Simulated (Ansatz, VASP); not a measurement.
Sn3Ru in VASP and in Ansatz

The input INCAR:

```
SYSTEM = Sn3Ru
ALGO = Fast
EDIFF = 1E-6
EDIFFG = -0.04
ENCUT = 600
GGA = PE
IBRION = 2
ISIF = 3
ISMEAR = 0
LASPH = .TRUE.
LCHARG = .FALSE.
LREAL = .FALSE.
LWAVE = .FALSE.
NELM = 60
NSW = 90
PREC = Accurate
SIGMA = 0.1
```

The input KPOINTS:

```
k-points
0
G
  3 3 3
  0 0 0
```

Contents of POSCAR:

```
Sn3Ru
1.0
    3.8659382166      2.2320004700      3.6308780043
   -3.8659382166      2.2320004700      3.6308780043
    0.0000000000     -4.4640009400      3.6308780043
Sn Ru
6 2
Direct
    0.7970000000      0.2520000000      0.7970000000
    0.7970000000      0.7970000000      0.2520000000
    0.2520000000      0.7970000000      0.7970000000
    0.2030000000      0.7480000000      0.2030000000
    0.7480000000      0.2030000000      0.2030000000
    0.2030000000      0.2030000000      0.7480000000
    0.2690000000      0.2690000000      0.2690000000
    0.7310000000      0.7310000000      0.7310000000
```

Input for Ansatz:

```yaml
crystal:
  lattice:
    - [3.8659382166, 2.23200047, 3.6308780043]
    - [-3.8659382166, 2.23200047, 3.6308780043]
    - [0.0, -4.46400094, 3.6308780043]
  atoms:
    - { symbol: Sn, position: [0.797, 0.252, 0.797] }
    - { symbol: Sn, position: [0.797, 0.797, 0.252] }
    - { symbol: Sn, position: [0.252, 0.797, 0.797] }
    - { symbol: Sn, position: [0.203, 0.748, 0.203] }
    - { symbol: Sn, position: [0.748, 0.203, 0.203] }
    - { symbol: Sn, position: [0.203, 0.203, 0.748] }
    - { symbol: Ru, position: [0.269, 0.269, 0.269] }
    - { symbol: Ru, position: [0.731, 0.731, 0.731] }
basis:
  ecutwfc: 420
kpoints:
  mp_grid: { grid: [3, 3, 3] }
hamiltonian:
  xc: pbe
scf:
  occupations: { method: gaussian, width: 0.1 }
  lower_state_search: "off"
output:
  forces: true
  stress: true
  eigenvalues: true
relax:
  adjacent_minimum: "off"
  f_tol: 0.04
  max_steps: 70
  cell: { stress_tol: 0.4 }
```

Alike in both runs: task relaxation of cell and atoms; functional PBE; k mesh 3 × 3 × 3; occupations gaussian, width 0.1 eV; no spin polarisation.

```csv
,VASP,Ansatz
version,VASP 6.6.1,Ansatz 0.2.0
potentials or method,"VASP PAW PBE potentials, release 64 (Sn_d, Ru_pv), cutoff 600 eV","scalar-relativistic, plane waves, PAW"
valence electrons in the cell,112,116
```

|  | VASP | Ansatz | Ansatz less VASP |
| --- | --- | --- | --- |
| gap on the k mesh at the Fermi level, each at its own relaxed structure (eV) | none | none | - |
| relaxed volume (Å³/atom) | 22.14 | 22.16 | +0.014 |
| relaxed cell length with the largest relative difference (Å) | 5.939 | 5.941 | +0.0012 |

A gap of «none» marks a metal or a gap that the smearing closes. VASP's potentials hold 112 valence electrons a cell and Ansatz's 116, so a difference there can come from the potentials and not from the codes.

The k mesh is coarse, so the values compare programs but aren't converged.
